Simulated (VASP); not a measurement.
# WS2 in VASP: notebook

The runs below take WS2 through single point, with r2SCAN.

Everything below comes from runs of VASP 6.6.1. Logs are shortened: lines on timing, memory, paths and dates and some standing lists are left out, and cuts for length are marked.

### 1 The cell of the first run

The cell holds a slab with vacuum, 3 atoms: a = 3.181 Å, b = 3.181 Å, c = 16.951 Å, α = 90.00°, β = 90.00°, γ = 120.00°.

### 2 Single point, r2SCAN

Input file POSCAR:

```
WS2
1.0
    3.1810953879      0.0000000000      0.0000000000
   -1.5905476939      2.7549094178      0.0000000000
    0.0000000000      0.0000000000     16.9507400001
W S
1 2
Direct
    0.3333333333      0.6666666667      0.0000000000
    0.6666666667      0.3333333333      0.9080224903
    0.6666666667      0.3333333333      0.0919775097
```

Input file INCAR.step1:

```
  PREC = Accurate
  ENCUT = 520
  ISMEAR = 0
  SIGMA = 0.02
  LREAL = F
  LASPH = T
  NELM = 100
  NBANDS = 20
  GGA = PE
  ALGO = Normal
  EDIFF = 1E-4
  LWAVE = T
  LCHARG = F
```

Input file INCAR.step2:

```
  PREC = Accurate
  ENCUT = 520
  EDIFF = 1E-6
  ISMEAR = 0
  SIGMA = 0.02
  LREAL = F
  LASPH = T
  NELM = 100
  ALGO = Normal
  ISIF = 2
  LWAVE = F
  LCHARG = F
  METAGGA = R2SCAN
  LMIXTAU = T
  NBANDS = 20
  ISTART = 1
```

Input file KPOINTS:

```
regular mesh
0
Gamma
  12 12 2
```

Potentials or basis: VASP PAW PBE potentials, release 64 (W_sv, S).

Command:

```console
> cat potpaw_PBE.64/W_sv/POTCAR potpaw_PBE.64/S/POTCAR > POTCAR
> cp INCAR.step1 INCAR
> mpirun -np 1 vasp_std > vasp.out
> cp INCAR.step2 INCAR
> mpirun -np 1 vasp_std > vasp.out
```

OUTCAR:

```text
PREC = Accurate
   ENCUT = 520
   EDIFF = 1E-6
   ISMEAR = 0
   LREAL = F
   LASPH = T
   NELM = 100
   ISIF = 2
   METAGGA = R2SCAN
   ISTART = 1

 ion  position               nearest neighbor table
   1  0.333  0.667  0.000-   2 2.41   3 2.41   2 2.41   3 2.41   2 2.41   3 2.41
   2  0.667  0.333  0.908-   1 2.41   1 2.41   1 2.41
   3  0.667  0.333  0.092-   1 2.41   1 2.41   1 2.41

  LATTYP: Found a hexagonal cell.
 ALAT       =     3.1810953879
 C/A-ratio  =     5.3285858904

  Lattice vectors:

 A1 = (   3.1810953879,   0.0000000000,   0.0000000000)
 A2 = (  -1.5905476939,   2.7549094178,   0.0000000000)
 A3 = (   0.0000000000,   0.0000000000,  16.9507400001)

Analysis of symmetry for initial positions (statically):
=====================================================================
 Subroutine PRICEL returns:
 Original cell was already a primitive cell.

 Routine SETGRP: Setting up the symmetry group for a
 hexagonal supercell.

 Subroutine GETGRP returns: Found 12 space group operations
 (whereof 12 operations were pure point group operations)
 out of a pool of 24 trial point group operations.

The static configuration has the point symmetry D_3h.

Analysis of symmetry for dynamics (positions and initial velocities):
=====================================================================
 Subroutine PRICEL returns:
 Original cell was already a primitive cell.

 Routine SETGRP: Setting up the symmetry group for a
 hexagonal supercell.

 Subroutine GETGRP returns: Found 12 space group operations
 (whereof 12 operations were pure point group operations)
 out of a pool of 24 trial point group operations.

The dynamic configuration has the point symmetry D_3h.

 Subroutine INISYM returns: Found 12 space group operations
 (whereof 12 operations are pure point group operations),
 and found     1 'primitive' translations

----------------------------------------------------------------------------------------

                                     Primitive cell

  volume of cell :     148.5500

  direct lattice vectors                    reciprocal lattice vectors
     3.181095388  0.000000000  0.000000000     0.314357125  0.181494171  0.000000000
    -1.590547694  2.754909418  0.000000000     0.000000000  0.362988341  0.000000000
     0.000000000  0.000000000 16.950740000     0.000000000  0.000000000  0.058994475

  length of vectors
     3.181095388  3.181095388 16.950740000     0.362988341  0.362988341  0.058994475

  position of ions in fractional coordinates (direct lattice)
     0.333333333  0.666666667  0.000000000
     0.666666667  0.333333333  0.908022490
     0.666666667  0.333333333  0.091977510

  ion indices of the primitive-cell ions
   primitive index   ion index
                 1           1
                 2           2
                 3           3

----------------------------------------------------------------------------------------

 KPOINTS: regular mesh

Automatic generation of k-mesh.
 Grid dimensions read from file:
 generate k-points for:   12   12    2

 Generating k-lattice:

  Cartesian coordinates                     Fractional coordinates (reciprocal lattice)
     0.026196427  0.015124514  0.000000000     0.083333333 -0.000000000  0.000000000
     0.000000000  0.030249028  0.000000000     0.000000000  0.083333333  0.000000000
     0.000000000  0.000000000  0.029497237     0.000000000  0.000000000  0.500000000

  Length of vectors
     0.030249028  0.030249028  0.029497237

  Shift w.r.t. Gamma in fractional coordinates (k-lattice)
     0.000000000  0.000000000  0.000000000

 Subroutine IBZKPT returns following result:
 ===========================================

 Found     38 irreducible k-points:

 Following reciprocal coordinates:
            Coordinates               Weight
  0.000000  0.000000  0.000000      1.000000
  0.083333 -0.000000  0.000000      6.000000
  0.166667 -0.000000  0.000000      6.000000
  0.250000  0.000000  0.000000      6.000000
  0.333333 -0.000000  0.000000      6.000000
  0.416667  0.000000  0.000000      6.000000
[... 16 lines left out ...]
  0.250000  0.000000  0.500000      6.000000
  0.333333 -0.000000  0.500000      6.000000
 [... further k-points ...]
   k-points           NKPTS =     38   k-points in BZ     NKDIM =     38   number of bands    NBANDS=     20
   number of dos      NEDOS =    301   number of ions     NIONS =      3
   total plane-waves  NPLWV =  72576
   dimension x,y,z NGX =    24 NGY =   24 NGZ =  126
   dimension x,y,z NGXF=    48 NGYF=   48 NGZF=  252
   ions per type =               1   2
   NGX,Y,Z   is equivalent  to a cutoff of  12.54, 12.54, 12.36 a.u.
   NGXF,Y,Z  is equivalent  to a cutoff of  25.09, 25.09, 24.72 a.u.
 SYSTEM =  unknown system
   PREC   = accura    normal or accurate (medium, high low for compatibility)
   ISTART =      1    job   : 0-new  1-cont  2-samecut
   ICHARG =      0    charge: 1-file 2-atom 10-const
   ISPIN  =      1    spin polarized calculation?
   LNONCOLLINEAR =      F non collinear calculations
   LSORBIT =      F    spin-orbit coupling
   LASPH  =      T    aspherical Exc in radial PAW
   ENCUT  =  520.0 eV  38.22 Ry    6.18 a.u.   5.91  5.91 31.52*2*pi/ulx,y,z
   NELM   =    100;   NELMIN=  2; NELMDL=  0     # of ELM steps
   EDIFF  = 0.1E-05   stopping-criterion for ELM
   LREAL  =      F    real-space projection
   EDIFFG = 0.1E-04   stopping-criterion for IOM
   NSW    =      0    number of steps for IOM
   IBRION =     -1    ionic relax: 0-MD 1-quasi-New 2-CG
   NFREE  =      0    steps in history (QN), initial steepest desc. (CG)
   ISIF   =      2    stress and relaxation
   ISYM   =      2    0-nonsym 1-usesym 2-fastsym
   POTIM  = 0.5000    time-step for ionic-motion
   TEBEG  =    0.0;   TEEND  =   0.0 temperature during run
   PSTRESS=    0.0 pullay stress
   NELECT =      26.0000    total number of electrons
   NUPDOWN=      -1.0000    fix difference up-down
   EMIN   =  10.00;   EMAX   =-10.00  energy-range for DOS
   EFERMI =   0.00;   METHOD = LEGACY
   ISMEAR =     0;   SIGMA  =   0.02  broadening in eV -4-tet -1-fermi 0-gaus
   EFERMI_NEDOS =   21; number of points for ismear=-14 and -15
   IALGO  =     38    algorithm
   IMIX   =      4    mixing-type and parameters
     AMIX     =   0.40;   BMIX     =  1.00
     AMIX_MAG =   1.60;   BMIX_MAG =  1.00
  volume/ion in A,a.u.               =      49.52       334.15
  Fermi-wavevector in a.u.,A,eV,Ry     =   0.915746  1.730509 11.409721  0.838591
  Thomas-Fermi vector in A             =   2.040523
   LORBIT       =      0    0 simple, 1 ext, 2 COOP (PROOUT), +10 PAW based schemes
   METAGGA = R2SCAN    functional components
   LHFCALC =     F    Hartree Fock is set to
   AEXX    =    0.0000 exact exchange contribution
   IVDW    =     0    specifies the selected vdW correction
   LEPSILON=     F    determine dielectric tensor
   LRPA    =     F    only Hartree local field effects (RPA)
 non-spin polarized calculation
 Gauss-broadening in eV      SIGMA  =   0.02
  energy-cutoff  :      520.00
  volume of cell :      148.55
 maximum number of plane-waves:      4030
 NGX is ok and might be reduce to    24
   NGX = 11   NGY = 11   NGZ = 63

 number of electron      25.9999999 magnetization

 Free energy of the ion-electron system (eV)
  ---------------------------------------------------
  ext. energy  EPLUGINS =         0.00000000
  ---------------------------------------------------
  free energy    TOTEN  =       -70.04086625 eV

  energy without entropy =      -70.04086625  energy(sigma->0) =      -70.04086625

 E-fermi :  -1.2042     XC(G=0):  -4.5953

 val. band max:       -1.3828971947   @ k =   0.0000   0.0000   0.5000
 cond. band min:       0.5275252464   @ k =   0.3333   0.3333   0.0000
 fundamental gap:      1.9104224411
 Fermi energy:        -1.2041663647

 k-point     1 :       0.0000    0.0000    0.0000
  band No.  band energies     occupation
      1     -77.3524      2.00000
      2     -40.9402      2.00000
      3     -40.7864      2.00000
      4     -40.7864      2.00000
      5     -16.8823      2.00000
      6     -15.1426      2.00000
[... 12 lines left out ...]
     19       4.6628      0.00000
     20       4.7710      0.00000

 k-point     2 :       0.0833   -0.0000    0.0000
  band No.  band energies     occupation
      1     -77.3511      2.00000
      2     -40.9357      2.00000
      3     -40.8110      2.00000
      4     -40.7921      2.00000
      5     -16.7631      2.00000
      6     -15.1004      2.00000
[... 12 lines left out ...]
     19       4.9082      0.00000
     20       5.0599      0.00000

 k-point     3 :       0.1667   -0.0000    0.0000
  band No.  band energies     occupation
      1     -77.3476      2.00000
      2     -40.9234      2.00000
      3     -40.8776      2.00000
      4     -40.8076      2.00000
      5     -16.4238      2.00000
      6     -14.9806      2.00000
[... 12 lines left out ...]
     19       5.3068      0.00000
     20       5.9467      0.00000

 k-point     4 :       0.2500    0.0000    0.0000
  band No.  band energies     occupation
      1     -77.3428      2.00000
      2     -40.9674      2.00000
      3     -40.9064      2.00000
      4     -40.8287      2.00000
      5     -15.9208      2.00000
      6     -14.8051      2.00000
[... 12 lines left out ...]
     19       5.9179      0.00000
     20       6.4618      0.00000

 k-point     5 :       0.3333   -0.0000    0.0000
  band No.  band energies     occupation
      1     -77.3380      2.00000
      2     -41.0559      2.00000
      3     -40.8895      2.00000
      4     -40.8497      2.00000
      5     -15.3538      2.00000
      6     -14.6131      2.00000
[... 12 lines left out ...]
     19       6.4556      0.00000
     20       6.5304      0.00000
[... 353 lines left out ...]
      6     -15.1004      2.00000
[... 12 lines left out ...]
     19       4.6309      0.00000
     20       5.2778      0.00000

 k-point    22 :       0.1667   -0.0000    0.5000
  band No.  band energies     occupation
      1     -77.3476      2.00000
      2     -40.9234      2.00000
      3     -40.8776      2.00000
      4     -40.8076      2.00000
      5     -16.4238      2.00000
      6     -14.9806      2.00000
[... 12 lines left out ...]
     19       5.1639      0.00000
     20       6.3625      0.00000

 k-point    23 :       0.2500    0.0000    0.5000
  band No.  band energies     occupation
      1     -77.3428      2.00000
      2     -40.9674      2.00000
      3     -40.9064      2.00000
      4     -40.8287      2.00000
      5     -15.9208      2.00000
      6     -14.8051      2.00000
[... 12 lines left out ...]
     19       5.7136      0.00000
     20       6.8592      0.00000

 k-point    24 :       0.3333   -0.0000    0.5000
  band No.  band energies     occupation
      1     -77.3380      2.00000
      2     -41.0559      2.00000
      3     -40.8895      2.00000
      4     -40.8497      2.00000
      5     -15.3538      2.00000
      6     -14.6131      2.00000
[... 12 lines left out ...]
     19       6.4078      0.00000
     20       6.5751      0.00000

 [... further k-points ...]
[... 5 lines left out ...]
  --------------------------------------------------------------------------------------
  -------------------------------------------------------------------------------------
  Total        0.0774939      0.0774939      0.0450269      0.0000000     -0.0000000     -0.0000000
  in kB        0.8358063      0.8358063      0.4856351      0.0000000     -0.0000000     -0.0000000
  external PRESSURE =       0.7190826 kB  Pullay stress =       0.0000000 kB

 VOLUME and BASIS-vectors are now :
 -----------------------------------------------------------------------------
  energy-cutoff  :      520.00
  volume of cell :      148.55
      direct lattice vectors                 reciprocal lattice vectors
     3.181095388  0.000000000  0.000000000     0.314357125  0.181494171  0.000000000
    -1.590547694  2.754909418  0.000000000     0.000000000  0.362988341  0.000000000
     0.000000000  0.000000000 16.950740000     0.000000000  0.000000000  0.058994475

 POSITION                                       TOTAL-FORCE (eV/Angst)
 -----------------------------------------------------------------------------------
     -0.00000      1.83661      0.00000         0.000000      0.000000      0.000000
      1.59055      0.91830     15.39165         0.000000      0.000000     -0.022201
      1.59055      0.91830      1.55909        -0.000000     -0.000000      0.022201
 -----------------------------------------------------------------------------------
    total drift:                                0.000001     -0.000000     -0.000000

  FREE ENERGIE OF THE ION-ELECTRON SYSTEM (eV)
  ---------------------------------------------------
  free  energy   TOTEN  =       -70.0408662509 eV

  energy  without entropy=      -70.0408662509  energy(sigma->0) =      -70.04086625
```

It took 5.8 min on 1 thread of Intel Xeon Platinum 8259CL at 2.50GHz (Skylake/Cascade Lake), shared host; peak memory 0.34 GiB.

Results:

- Free energy: -70.0409 eV
- Largest force: 0.022 eV/Å
- Band gap on the k mesh: 1.91 eV, indirect (least direct gap 1.93 eV)

Forces on the atoms (eV/Å):
```
W    0.000  0.000  0.000
S    0.000  0.000 -0.022
S    0.000  0.000  0.022
```

Caveat: the PAW data sets were made with another functional, which shifts forces and pressure a little; spin-orbit coupling is left out, which moves the levels of the heavy elements.

(Continued in part 2 of 2.)
